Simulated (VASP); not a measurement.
Set up this calculation in VASP 6.6.1, as the native input.

* Task: single point
* Functional: PBEsol
* Potentials or basis: VASP PAW PBE potentials, release 64 (W_sv)
* Cutoff: 520 eV
* k mesh: 8 × 8 × 8
* Occupations: gaussian, width 0.15 eV
* Spin: no spin polarisation
* Dipole correction: no
* Further INCAR settings: ALGO = Fast; EDIFF = 1e-06; NBANDS = 66

The structure of W lies in POSCAR:

```
W
1.0
    5.0320434148      0.0000000000      0.0000000000
    0.0000000000      5.0320434148      0.0000000000
    0.0000000000      0.0000000000      5.0320434148
W
8
Direct
    0.0012782482      0.0000000000      0.0000000000
    0.5012782482      0.5000000000      0.5000000000
    0.0023417723      0.5000000000      0.2500000000
    0.0023417723      0.5000000000      0.7500000000
    0.2440382072      0.0000000000      0.5000000000
    0.7440382072      0.0000000000      0.5000000000
    0.5023417723      0.7500000000      0.0000000000
    0.5023417723      0.2500000000      0.0000000000
```

This cell differs from its parent crystal: atoms displaced along a vibrational mode.

The input as run:

INCAR

```
SYSTEM = W
PREC = Accurate ; ENCUT = 520
EDIFF = 1E-6 ; ISMEAR = 0
SIGMA = 0.15 ; LREAL = .FALSE.
LASPH = .TRUE. ; NELM = 80
ALGO = Fast ; ISIF = 2
LWAVE = .FALSE. ; LCHARG = .TRUE.
GGA = PS ; LELF = .TRUE.
LVHAR = .TRUE. ; NBANDS = 66
LUSENCCL = .FALSE.
```

KPOINTS

```
Automatic mesh
0
G
  8 8 8
  0 0 0
```

Potentials or basis: VASP PAW PBE potentials, release 64 (W_sv).

Run with:

```bash
$ cat potpaw_PBE.64/W_sv/POTCAR > POTCAR
$ mpirun -np 1 vasp_std > vasp.out
```

Results of the run:

```
Pressure               : 0.8 GPa
Largest force          : 0.206 eV/Å
Band gap on the k mesh : zero (bands 56 and 57 overlap by 0.93 eV)
```

Caveat: the cell differs from its parent crystal (atoms displaced along a vibrational mode); the PAW data sets were made with another functional, which shifts forces and pressure a little; spin-orbit coupling is left out, which moves the levels of the heavy elements.

It took 8.3 min on 1 × NVIDIA H100 80GB with 1 thread of AMD EPYC 7R13 Processor (Zen 3), on a shared host, peak memory 1.6 GiB.
